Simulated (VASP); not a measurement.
# Si3Ge (P-6m2) in VASP: single point with PBE

Aim: the single point of Si3Ge with PBE.

All numbers are computed with VASP 6.6.1; they aren't measurements. Logs are shortened: lines on timing, memory, paths and dates and some standing lists are left out, and cuts for length are marked.

## (1) The cell of the first run

Symmetry: P-6m2, No. 187, hexagonal system. The conventional cell has a = 3.641 Å, b = 3.641 Å, c = 6.026 Å, α = 90.00°, β = 90.00°, γ = 120.00°. Si (site symmetry 3m) has 5 Si at 2.52 to 3.23 Å and 3 Ge at 2.65 Å within 3.3 Å. Within 3.3 Å of Si (site symmetry -6m2) lie 6 Si at 2.52 Å. Ge (site symmetry -6m2) has 6 Si at 2.65 Å within 3.5 Å.

## (2) Single point, PBE

Contents of POSCAR:

```
Si3Ge
1.0
    3.6411686564      0.0000000000      0.0000000000
   -1.8205843282      3.1533445560      0.0000000000
    0.0000000000      0.0000000000      6.0260646721
Si Ge
3 1
Direct
    0.0000000000      0.0000000000      0.7681805645
    0.3333333333      0.6666666667      0.0000000000
    0.0000000000      0.0000000000      0.2318194355
    0.6666666667      0.3333333333      0.5000000000
```

Contents of INCAR.step1:

```
  PREC = Accurate
  ENCUT = 520
  EDIFF = 1E-6
  ISMEAR = 0
  SIGMA = 0.1
  LREAL = False
  LASPH = True
  NELM = 80
  ALGO = Normal
  ISIF = 2
  LWAVE = False
  LCHARG = True
  GGA = PE
  NBANDS = 21
```

Contents of KPOINTS.step1:

```
regular mesh
0
Gamma
  12 12 8
```

Contents of INCAR.step2:

```
  PREC = Accurate
  ENCUT = 520
  EDIFF = 1E-6
  ISMEAR = -5
  SIGMA = 0.1
  LREAL = False
  LASPH = True
  NELM = 80
  ALGO = Normal
  ISIF = 2
  LWAVE = False
  LCHARG = False
  GGA = PE
  LORBIT = 11
  NEDOS = 1001
  ICHARG = 11
```

Contents of KPOINTS.step2:

```
regular mesh
0
Gamma
  18 18 12
```

Potentials or basis: VASP PAW PBE potentials, release 64 (Si, Ge_d).

Started as:

```sh
$ cat potpaw_PBE.64/Si/POTCAR potpaw_PBE.64/Ge_d/POTCAR > POTCAR
$ cp INCAR.step1 INCAR
$ cp KPOINTS.step1 KPOINTS
$ mpirun -np 1 vasp_std > vasp.out
$ cp INCAR.step2 INCAR
$ cp KPOINTS.step2 KPOINTS
$ mpirun -np 1 vasp_std > vasp.out
```

OUTCAR:

```text
PREC = Accurate
   ENCUT = 520
   EDIFF = 1E-6
   ISMEAR = -5
   LREAL = False
   LASPH = True
   NELM = 80
   ISIF = 2
   GGA = PE
   LORBIT = 11
   ICHARG = 11

 ion  position               nearest neighbor table
   1  0.000  0.000  0.768-   2 2.52   2 2.52   2 2.52   4 2.65   4 2.65   4 2.65   3 2.79
   2  0.333  0.667  0.000-   1 2.52   3 2.52   1 2.52   3 2.52   1 2.52   3 2.52
   3  0.000  0.000  0.232-   2 2.52   2 2.52   2 2.52   4 2.65   4 2.65   4 2.65   1 2.79
   4  0.667  0.333  0.500-   1 2.65   3 2.65   1 2.65   3 2.65   1 2.65   3 2.65

  LATTYP: Found a hexagonal cell.
 ALAT       =     3.6411686564
 C/A-ratio  =     1.6549809253

  Lattice vectors:

 A1 = (   3.6411686564,   0.0000000000,   0.0000000000)
 A2 = (  -1.8205843282,   3.1533445560,   0.0000000000)
 A3 = (   0.0000000000,   0.0000000000,   6.0260646721)

Analysis of symmetry for initial positions (statically):
=====================================================================
 Subroutine PRICEL returns:
 Original cell was already a primitive cell.

 Routine SETGRP: Setting up the symmetry group for a
 hexagonal supercell.

 Subroutine GETGRP returns: Found 12 space group operations
 (whereof 12 operations were pure point group operations)
 out of a pool of 24 trial point group operations.

The static configuration has the point symmetry D_3h.

Analysis of symmetry for dynamics (positions and initial velocities):
=====================================================================
 Subroutine PRICEL returns:
 Original cell was already a primitive cell.

 Routine SETGRP: Setting up the symmetry group for a
 hexagonal supercell.

 Subroutine GETGRP returns: Found 12 space group operations
 (whereof 12 operations were pure point group operations)
 out of a pool of 24 trial point group operations.

The dynamic configuration has the point symmetry D_3h.

 Subroutine INISYM returns: Found 12 space group operations
 (whereof 12 operations are pure point group operations),
 and found     1 'primitive' translations

----------------------------------------------------------------------------------------

                                     Primitive cell

  volume of cell :      69.1904

  direct lattice vectors                    reciprocal lattice vectors
     3.641168656  0.000000000  0.000000000     0.274637100  0.158561804  0.000000000
    -1.820584328  3.153344556  0.000000000     0.000000000  0.317123607  0.000000000
     0.000000000  0.000000000  6.026064672     0.000000000  0.000000000  0.165945780

  length of vectors
     3.641168656  3.641168656  6.026064672     0.317123607  0.317123607  0.165945780

  position of ions in fractional coordinates (direct lattice)
     0.000000000  0.000000000  0.768180564
     0.333333333  0.666666667  0.000000000
     0.000000000  0.000000000  0.231819436
     0.666666667  0.333333333  0.500000000

  ion indices of the primitive-cell ions
   primitive index   ion index
                 1           1
                 2           2
                 3           3
                 4           4

----------------------------------------------------------------------------------------

 KPOINTS: regular mesh

Automatic generation of k-mesh.
 Grid dimensions read from file:
 generate k-points for:   18   18   12

 Generating k-lattice:

  Cartesian coordinates                     Fractional coordinates (reciprocal lattice)
     0.015257617  0.008808989  0.000000000     0.055555556  0.000000000  0.000000000
     0.000000000  0.017617978  0.000000000     0.000000000  0.055555556  0.000000000
     0.000000000  0.000000000  0.013828815     0.000000000  0.000000000  0.083333333

  Length of vectors
     0.017617978  0.017617978  0.013828815

  Shift w.r.t. Gamma in fractional coordinates (k-lattice)
     0.000000000  0.000000000  0.000000000

 TETIRR: Found   3954 inequivalent tetrahedra from    23328

 Subroutine IBZKPT returns following result:
 ===========================================

 Found    259 irreducible k-points:

 Following reciprocal coordinates:
            Coordinates               Weight
  0.000000  0.000000  0.000000      1.000000
  0.055556  0.000000  0.000000      6.000000
  0.111111  0.000000  0.000000      6.000000
  0.166667 -0.000000  0.000000      6.000000
  0.222222 -0.000000  0.000000      6.000000
  0.277778  0.000000  0.000000      6.000000
[... 16 lines left out ...]
  0.333333  0.111111  0.000000     12.000000
  0.388889  0.111111  0.000000     12.000000
 [... further k-points ...]
   k-points           NKPTS =    259   k-points in BZ     NKDIM =    259   number of bands    NBANDS=     17
   number of dos      NEDOS =   1001   number of ions     NIONS =      4
   total plane-waves  NPLWV =  37632
   dimension x,y,z NGX =    28 NGY =   28 NGZ =   48
   dimension x,y,z NGXF=    56 NGYF=   56 NGZF=   96
   ions per type =               3   1
   NGX,Y,Z   is equivalent  to a cutoff of  12.78, 12.78, 13.24 a.u.
   NGXF,Y,Z  is equivalent  to a cutoff of  25.57, 25.57, 26.48 a.u.
 SYSTEM =  unknown system
   PREC   = accura    normal or accurate (medium, high low for compatibility)
   ISTART =      0    job   : 0-new  1-cont  2-samecut
   ICHARG =     11    charge: 1-file 2-atom 10-const
   ISPIN  =      1    spin polarized calculation?
   LNONCOLLINEAR =      F non collinear calculations
   LSORBIT =      F    spin-orbit coupling
   LASPH  =      T    aspherical Exc in radial PAW
   ENCUT  =  520.0 eV  38.22 Ry    6.18 a.u.   6.77  6.77 11.20*2*pi/ulx,y,z
   NELM   =     80;   NELMIN=  2; NELMDL=  0     # of ELM steps
   EDIFF  = 0.1E-05   stopping-criterion for ELM
   LREAL  =      F    real-space projection
   EDIFFG = 0.1E-04   stopping-criterion for IOM
   NSW    =      0    number of steps for IOM
   IBRION =     -1    ionic relax: 0-MD 1-quasi-New 2-CG
   NFREE  =      0    steps in history (QN), initial steepest desc. (CG)
   ISIF   =      2    stress and relaxation
   ISYM   =      2    0-nonsym 1-usesym 2-fastsym
   POTIM  = 0.5000    time-step for ionic-motion
   TEBEG  =    0.0;   TEEND  =   0.0 temperature during run
   PSTRESS=    0.0 pullay stress
   NELECT =      26.0000    total number of electrons
   NUPDOWN=      -1.0000    fix difference up-down
   EMIN   =  10.00;   EMAX   =-10.00  energy-range for DOS
   EFERMI =   0.00;   METHOD = LEGACY
   ISMEAR =    -5;   SIGMA  =   0.10  broadening in eV -4-tet -1-fermi 0-gaus
   EFERMI_NEDOS =   21; number of points for ismear=-14 and -15
   IALGO  =     38    algorithm
   IMIX   =      4    mixing-type and parameters
     AMIX     =   0.40;   BMIX     =  1.00
     AMIX_MAG =   1.60;   BMIX_MAG =  1.00
  volume/ion in A,a.u.               =      17.30       116.73
  Fermi-wavevector in a.u.,A,eV,Ry     =   1.181365  2.232455 18.988594  1.395622
  Thomas-Fermi vector in A             =   2.317639
   LORBIT       =     11    0 simple, 1 ext, 2 COOP (PROOUT), +10 PAW based schemes
   GGA     = PE    functional components
   LHFCALC =     F    Hartree Fock is set to
   AEXX    =    0.0000 exact exchange contribution
   IVDW    =     0    specifies the selected vdW correction
   LEPSILON=     F    determine dielectric tensor
   LRPA    =     F    only Hartree local field effects (RPA)
 non-spin polarized calculation
 Fermi weights with tetrahedron method with Bloechl corrections
  energy-cutoff  :      520.00
  volume of cell :       69.19
 maximum number of plane-waves:      1882
 NGX is ok and might be reduce to    28

 number of electron      26.0000000 magnetization

 Free energy of the ion-electron system (eV)
  ---------------------------------------------------
  ext. energy  EPLUGINS =         0.00000000
  ---------------------------------------------------
  free energy    TOTEN  =       -19.37835505 eV

  energy without entropy =      -19.37835505  energy(sigma->0) =      -19.37835505

 E-fermi :   7.6433     XC(G=0): -10.6320

 val. band max:        7.7527685148   @ k =   0.3333   0.0000   0.1667
 cond. band min:       7.5352646624   @ k =   0.2778   0.0000   0.2500
 fundamental gap:     -0.2175038524
 Fermi energy:         7.6433408258

 k-point     1 :       0.0000    0.0000    0.0000
  band No.  band energies     occupation
      1     -16.8855      2.00000
      2     -16.8855      2.00000
      3     -16.8851      2.00000
      4     -16.8851      2.00000
      5     -16.8802      2.00000
      6      -5.5947      2.00000
[... 9 lines left out ...]
     16      10.4605      0.00000
     17      10.4606      0.00000

 k-point     2 :       0.0556    0.0000    0.0000
  band No.  band energies     occupation
      1     -16.8858      2.00000
      2     -16.8856      2.00000
      3     -16.8852      2.00000
      4     -16.8846      2.00000
      5     -16.8799      2.00000
      6      -5.5513      2.00000
[... 9 lines left out ...]
     16      10.3642      0.00000
     17      10.5472      0.00000

 k-point     3 :       0.1111    0.0000    0.0000
  band No.  band energies     occupation
      1     -16.8867      2.00000
      2     -16.8858      2.00000
      3     -16.8855      2.00000
      4     -16.8832      2.00000
      5     -16.8791      2.00000
      6      -5.4215      2.00000
[... 9 lines left out ...]
     16      10.1197      0.00000
     17      11.0518      0.00000

 k-point     4 :       0.1667   -0.0000    0.0000
  band No.  band energies     occupation
      1     -16.8880      2.00000
      2     -16.8861      2.00000
      3     -16.8860      2.00000
      4     -16.8811      2.00000
      5     -16.8777      2.00000
      6      -5.2057      2.00000
[... 9 lines left out ...]
     16      10.1004      0.00000
     17      11.1002      0.00000
[... 343 lines left out ...]
      1     -16.8929      2.00000
      2     -16.8878      2.00000
      3     -16.8869      2.00000
      4     -16.8753      2.00000
      5     -16.8707      2.00000
      6      -3.9350      2.00000
[... 9 lines left out ...]
     16      10.2361      0.00000
     17      12.1984      0.00000

 k-point    23 :       0.3333    0.1111    0.0000
  band No.  band energies     occupation
      1     -16.8940      2.00000
      2     -16.8882      2.00000
      3     -16.8874      2.00000
      4     -16.8731      2.00000
      5     -16.8696      2.00000
      6      -3.4066      2.00000
[... 9 lines left out ...]
     16      10.5193      0.00000
     17      12.1638      0.00000

 k-point    24 :       0.3889    0.1111    0.0000
  band No.  band energies     occupation
      1     -16.8948      2.00000
      2     -16.8884      2.00000
      3     -16.8877      2.00000
      4     -16.8713      2.00000
      5     -16.8693      2.00000
      6      -2.8424      2.00000
[... 9 lines left out ...]
     16      10.7762      0.00000
     17      11.9875      0.00000

 [... further k-points ...]
[... 5 lines left out ...]
  --------------------------------------------------------------------------------------
  -------------------------------------------------------------------------------------
  Total        0.0223908      0.0223908     -0.2137015      0.0000000      0.0000000     -0.0000000
  in kB        0.5184831      0.5184831     -4.9484844      0.0000000      0.0000000     -0.0000000
  external PRESSURE =      -1.3038394 kB  Pullay stress =       0.0000000 kB

 VOLUME and BASIS-vectors are now :
 -----------------------------------------------------------------------------
  energy-cutoff  :      520.00
  volume of cell :       69.19
      direct lattice vectors                 reciprocal lattice vectors
     3.641168656  0.000000000  0.000000000     0.274637100  0.158561804  0.000000000
    -1.820584328  3.153344556  0.000000000     0.000000000  0.317123607  0.000000000
     0.000000000  0.000000000  6.026064672     0.000000000  0.000000000  0.165945780

 POSITION                                       TOTAL-FORCE (eV/Angst)
 -----------------------------------------------------------------------------------
      0.00000      0.00000      4.62911         0.000000     -0.000000     -0.001878
     -0.00000      2.10223      0.00000         0.000000     -0.000000      0.000000
      0.00000      0.00000      1.39696         0.000000     -0.000000      0.001878
      1.82058      1.05111      3.01303        -0.000000      0.000000      0.000000
 -----------------------------------------------------------------------------------
    total drift:                               -0.007008      0.004046     -0.000000

  FREE ENERGIE OF THE ION-ELECTRON SYSTEM (eV)
  ---------------------------------------------------
  free  energy   TOTEN  =       -19.3783550549 eV

  energy  without entropy=      -19.3783550549  energy(sigma->0) =      -19.37835505

 total charge

# of ion       s       p       d       tot
------------------------------------------
    1        0.811   0.768   0.000   1.579
    2        0.789   0.827   0.000   1.617
    3        0.811   0.768   0.000   1.579
    4        1.205   1.059  10.031  12.294
--------------------------------------------------
tot          3.616   3.421  10.031  17.068
```

It took 6 min on 1 thread of Intel Xeon 8259CL, shared host; peak memory 0.4 GiB.

Results:

| Property | Result |
| --- | --- |
| Valence electrons inside the program's atomic spheres | Si 1.58, 1.62 (each value once); Ge 12.29 |

Levels at points of the mesh, in eV from the Fermi level:
```
           k point  band 9  band 10  band 11  band 12  band 13  band 14  band 15  band 16  band 17
(0.00, 0.00, 0.00)   -0.68    -0.68     0.71     0.99     0.99     1.24     2.58     2.82     2.82
(0.50, 0.00, 0.00)   -6.11    -5.47    -4.67    -2.97     0.46     0.80     1.03     1.63     3.09
(0.00, 0.00, 0.50)   -4.38    -0.41    -0.41     0.72     0.72     1.99     2.53     2.89     2.89
(0.50, 0.00, 0.50)   -7.68    -2.36    -1.76    -1.71    -1.55    -1.09    -0.99     1.90     2.79
```
